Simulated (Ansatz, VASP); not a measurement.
LiH in VASP and in Ansatz

Contents of POSCAR:

```
LiH
1.0
    0.0000000000      1.9271272157      1.9984726907
    1.9271272157      0.0000000000      1.9984726907
    1.9271272157      1.9271272157      0.0000000000
Li H
1 1
Direct
    0.0000000000      0.0000000000      0.0000000000
    0.5000000000      0.5000000000      0.5000000000
```

Contents of INCAR.step1:

```
SYSTEM = LiH
PREC = Accurate
ENCUT = 520
ISMEAR = 0
SIGMA = 0.01
LREAL = .FALSE.
LASPH = .TRUE.
NELM = 60
NBANDS = 9
GGA = PE
ALGO = Normal
EDIFF = 1E-4
LWAVE = .TRUE.
LCHARG = .FALSE.
```

INCAR.step2

```
SYSTEM = LiH
PREC = Accurate
ENCUT = 520
EDIFF = 1E-6
ISMEAR = 0
SIGMA = 0.01
LREAL = .FALSE.
LASPH = .TRUE.
NELM = 60
ALGO = Normal
ISIF = 2
LWAVE = .FALSE.
LCHARG = .FALSE.
METAGGA = R2SCAN
LMIXTAU = .TRUE.
NBANDS = 9
ISTART = 1
```

Contents of KPOINTS:

```
regular mesh
0
G
  10 10 10
  0 0 0
```

Input for Ansatz:

```yaml
crystal:
  lattice:
    - [0.0, 1.9271272157, 1.9984726907]
    - [1.9271272157, 0.0, 1.9984726907]
    - [1.9271272157, 1.9271272157, 0.0]
  atoms:
    - { symbol: Li, position: [0.0, 0.0, 0.0] }
    - { symbol: H, position: [0.5, 0.5, 0.5] }
kpoints:
  mp_grid: { grid: [10, 10, 10] }
  band_path:
    path:
      - [0.0, 0.0, 0.0]
      - [0.5, 0.0, 0.5]
      - [0.625, 0.25, 0.625]
      - [0.375, 0.375, 0.75]
      - [0.5, 0.5, 0.5]
      - [0.5, 0.25, 0.75]
      - [0.0, 0.5, 0.5]
      - [0.5, 0.5, 0.0]
    npoints: 1
hamiltonian:
  xc: r2scan
scf:
  occupations: { method: fixed }
  n_extra_bands: 4
output:
  forces: true
  stress: true
  eigenvalues: true
```

Change from the starting cell: biaxial_xy strain -3.6%.

Alike in both runs: task single point; functional r2SCAN; k mesh 10 × 10 × 10; no spin polarisation.

|  | VASP | Ansatz |
| --- | --- | --- |
| version | VASP 6.6.1 | Ansatz 0.2.0 |
| potentials or method | VASP PAW PBE potentials, release 64 (Li_sv, H) | plane waves, PAW |
| plane-wave cutoff (eV) | 520 | 500 |
| occupations | gaussian, width 0.01 eV | fixed |
| valence electrons in the cell | 4 | 4 |

```tsv
	VASP	Ansatz	Ansatz less VASP
gap on the k mesh at the Fermi level (eV)	3.08	3.13	+0.044
```

VASP's potentials were made for PBE, not for r2SCAN.

Noted on VASP's run: the cutoff is short for stress, so the pressure is rough.
